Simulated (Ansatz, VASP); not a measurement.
**SrIn4O3 in VASP and in Ansatz**

Contents of INCAR:

```
SYSTEM = SrIn4O3
PREC = Accurate
ENCUT = 600
EDIFF = 1E-7
ISMEAR = 0
SIGMA = 0.1
LREAL = .FALSE.
LASPH = .TRUE.
NELM = 120
ALGO = Normal
ISIF = 3
LWAVE = .FALSE.
LCHARG = .FALSE.
GGA = PE
IBRION = 2
NSW = 100
EDIFFG = -0.01
GGA_COMPAT = .FALSE.
NELMIN = 4
```

Contents of KPOINTS:

```
Automatic mesh
0
G
  8 8 8
  0 0 0
```

File POSCAR:

```
SrIn4O3
1.0
   -3.4505943650      3.4505943650      3.4505943650
    3.4505943650     -3.4505943650      3.4505943650
    3.4505943650      3.4505943650     -3.4505943650
Sr In O
1 4 3
Direct
    0.0000000000      0.0000000000      0.0000000000
    0.5000000000      0.5000000000      0.5000000000
    0.0000000000      0.0000000000      0.5000000000
    0.0000000000      0.5000000000      0.0000000000
    0.5000000000      0.0000000000      0.0000000000
    0.0000000000      0.5000000000      0.5000000000
    0.5000000000      0.0000000000      0.5000000000
    0.5000000000      0.5000000000      0.0000000000
```

Input for Ansatz:

```yaml
crystal:
  lattice:
    - [-3.450594365, 3.450594365, 3.450594365]
    - [3.450594365, -3.450594365, 3.450594365]
    - [3.450594365, 3.450594365, -3.450594365]
  atoms:
    - { symbol: Sr, position: [0.0, 0.0, 0.0] }
    - { symbol: In, position: [0.5, 0.5, 0.5] }
    - { symbol: In, position: [0.0, 0.0, 0.5] }
    - { symbol: In, position: [0.0, 0.5, 0.0] }
    - { symbol: In, position: [0.5, 0.0, 0.0] }
    - { symbol: O, position: [0.0, 0.5, 0.5] }
    - { symbol: O, position: [0.5, 0.0, 0.5] }
    - { symbol: O, position: [0.5, 0.5, 0.0] }
basis:
  ecutwfc: 420
kpoints:
  mp_grid: { grid: [8, 8, 8] }
hamiltonian:
  xc: pbe
scf:
  occupations: { method: gaussian, width: 0.1 }
output:
  forces: true
  stress: true
  eigenvalues: true
relax:
  adjacent_minimum: "off"
  f_tol: 0.01
  max_steps: 80
  cell: { stress_tol: 0.05 }
```

Alike in both runs: task relaxation of cell and atoms; functional PBE; k mesh 8 × 8 × 8; occupations gaussian, width 0.1 eV; no spin polarisation.

```csv
,VASP,Ansatz
version,VASP 6.6.1,Ansatz 0.2.0
potentials or method,"VASP PAW PBE potentials, release 64 (Sr_sv, In_d, O), cutoff 600 eV","scalar-relativistic, plane waves, PAW"
valence electrons in the cell,80,80
```

VASP gave:

```
gap on the k mesh at the Fermi level, each at its own relaxed structure (eV)  : none
relaxed volume (Å³/atom)                                                      : 20.32
relaxed length of the cell vector where the two differ most in proportion (Å) : 5.955
```

Task: Estimate Ansatz's values.

Result: gap on the k mesh at the Fermi level, each at its own relaxed structure (eV): none; relaxed volume (Å³/atom): 20.35; relaxed length of the cell vector where the two differ most in proportion (Å): 5.957.

A gap of «none» marks a metal or a gap that the smearing closes.
